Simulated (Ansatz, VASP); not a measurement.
# One calculation of Ta2Bi2O, two programs

File INCAR:

```
SYSTEM = Ta2Bi2O
ALGO = Normal ; EDIFF = 1E-6
ENCUT = 520 ; GGA = PE
ISIF = 2 ; ISMEAR = 0
ISPIN = 2 ; LASPH = .True.
LCHARG = .False. ; LMAXMIX = 4
LORBIT = 11 ; LREAL = .False.
LWAVE = .False. ; MAGMOM = 1 1 0 0 0
NBANDS = 41 ; NELM = 150
PREC = Accurate ; SIGMA = 0.1
```

Contents of KPOINTS:

```
k-points
0
Gamma
  6 6 4
  0 0 0
```

Contents of POSCAR:

```
Ta2Bi2O
1.0
    4.4300620947      0.0000000000      0.0000000000
   -2.2150310473      3.8365463143      0.0000000000
    0.0000000000      0.0000000000      6.2786000146
Ta Bi O
2 2 1
Direct
    0.3333333333      0.6666666667      0.2803015680
    0.3333333333      0.6666666667      0.7196984320
    0.6666666667      0.3333333333      0.0000000000
    0.0000000000      0.0000000000      0.5000000000
    0.6666666667      0.3333333333      0.5000000000
```

Input for Ansatz:

```yaml
crystal:
  lattice:
    - [4.4300620947, 0.0, 0.0]
    - [-2.2150310473, 3.8365463143, 0.0]
    - [0.0, 0.0, 6.2786000146]
  atoms:
    - { symbol: Ta, position: [0.3333333333, 0.6666666667, 0.280301568], spin: 1.0 }
    - { symbol: Ta, position: [0.3333333333, 0.6666666667, 0.719698432], spin: 1.0 }
    - { symbol: Bi, position: [0.6666666667, 0.3333333333, 0.0] }
    - { symbol: Bi, position: [0.0, 0.0, 0.5] }
    - { symbol: O, position: [0.6666666667, 0.3333333333, 0.5] }
basis:
  ecutwfc: 420
kpoints:
  mp_grid: { grid: [6, 6, 4] }
hamiltonian:
  xc: pbe
scf:
  occupations: { method: gaussian, width: 0.1 }
  lower_state_search: "off"
output:
  forces: true
  stress: true
  eigenvalues: true
  populations: true
magnetization:
  spin_polarized: true
```

Alike in both runs: task single point; functional PBE; k mesh 6 × 6 × 4; occupations gaussian, width 0.1 eV; collinear spin.

|  | VASP | Ansatz |
| --- | --- | --- |
| version | VASP 6.6.1 | Ansatz 0.2.0 |
| potentials or method | VASP PAW PBE potentials, release 64 (Ta_pv, Bi_d, O), cutoff 520 eV | scalar-relativistic, plane waves, PAW |
| valence electrons in the cell | 58 | 62 |

Ansatz gave:

- gap on the k mesh at the Fermi level (eV): none
- pressure (GPa): -0.2
- net moment per atom (μB): 0.00

Question: What did VASP give for the same quantities?

Answer: gap on the k mesh at the Fermi level (eV): none; pressure (GPa): -0.3; net moment per atom (μB): 0.00.

A gap of «none» marks a metal or a gap that the smearing closes. VASP's potentials hold 58 valence electrons a cell and Ansatz's 62, so a difference there can come from the potentials and not from the codes. Ansatz's warnings: seeded moment not kept.

Spin-orbit coupling is off throughout.
